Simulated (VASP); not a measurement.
Set up this calculation in VASP 6.6.1, as the native input.

```
Task                   : single point
Functional             : r2SCAN
Potentials or basis    : VASP PAW PBE potentials, release 64 (Ti_sv, O)
Cutoff                 : 520 eV
k mesh                 : 6 × 6 × 8
Occupations            : gaussian, width 0.01 eV
Spin                   : no spin polarisation
Dipole correction      : no
Further INCAR settings : ALGO = Normal; EDIFF = 1e-06; NBANDS = 33
```

TiO2:

```
CELL_PARAMETERS angstrom
4.50492 0.00000 0.00000
0.00000 4.50492 0.00000
0.00000 0.00000 2.99531
ATOMIC_POSITIONS crystal
Ti 0.00000 0.00000 0.00000
Ti 0.50000 0.50000 0.50000
O 0.30407 0.30407 0.00000
O 0.19593 0.80407 0.50000
O 0.80407 0.19593 0.50000
O 0.69593 0.69593 0.00000
```

This cell differs from its parent crystal: epitaxial xy strain -2.0%.

These files were run (other wordings do the same):

POSCAR

```
TiO2
1.0
    4.5049164241      0.0000000000      0.0000000000
    0.0000000000      4.5049164241      0.0000000000
    0.0000000000      0.0000000000      2.9953085880
Ti O
2 4
Direct
    0.0000000000      0.0000000000      0.0000000000
    0.5000000000      0.5000000000      0.5000000000
    0.3040717606      0.3040717606      0.0000000000
    0.1959282394      0.8040717606      0.5000000000
    0.8040717606      0.1959282394      0.5000000000
    0.6959282394      0.6959282394      0.0000000000
```

INCAR.step1

```
SYSTEM = TiO2
ALGO = Normal
EDIFF = 1E-4
ENCUT = 520
GGA = PE
ISMEAR = 0
LASPH = .True.
LCHARG = .False.
LREAL = .False.
LWAVE = .True.
NBANDS = 33
NELM = 80
PREC = Accurate
SIGMA = 0.01
```

INCAR.step2

```
SYSTEM = TiO2
ALGO = Normal
EDIFF = 1E-6
ENCUT = 520
ISIF = 2
ISMEAR = 0
ISTART = 1
LASPH = .True.
LCHARG = .False.
LMIXTAU = .True.
LREAL = .False.
LWAVE = .False.
METAGGA = R2SCAN
NBANDS = 33
NELM = 80
PREC = Accurate
SIGMA = 0.01
```

KPOINTS

```
k-points
0
Gamma
  6 6 8
  0 0 0
```

Potentials or basis: VASP PAW PBE potentials, release 64 (Ti_sv, O).

Launch:

```sh
$ cat potpaw_PBE.64/Ti_sv/POTCAR potpaw_PBE.64/O/POTCAR > POTCAR
$ cp INCAR.step1 INCAR
$ mpirun -np 1 vasp_std > vasp.out
$ cp INCAR.step2 INCAR
$ mpirun -np 1 vasp_std > vasp.out
```

Results of the run:

```
Pressure               : 6.8 GPa
Largest force          : 0.016 eV/Å
Band gap on the k mesh : 2.24 eV, direct
```

Caveat: the cell differs from its parent crystal (epitaxial xy strain -2.0%); the PAW data sets were made with another functional, which shifts forces and pressure a little.

Wall time 4.8 min on 1 thread of AMD EPYC 7R13 Processor (Zen 3) (shared host), peak memory 0.19 GiB.
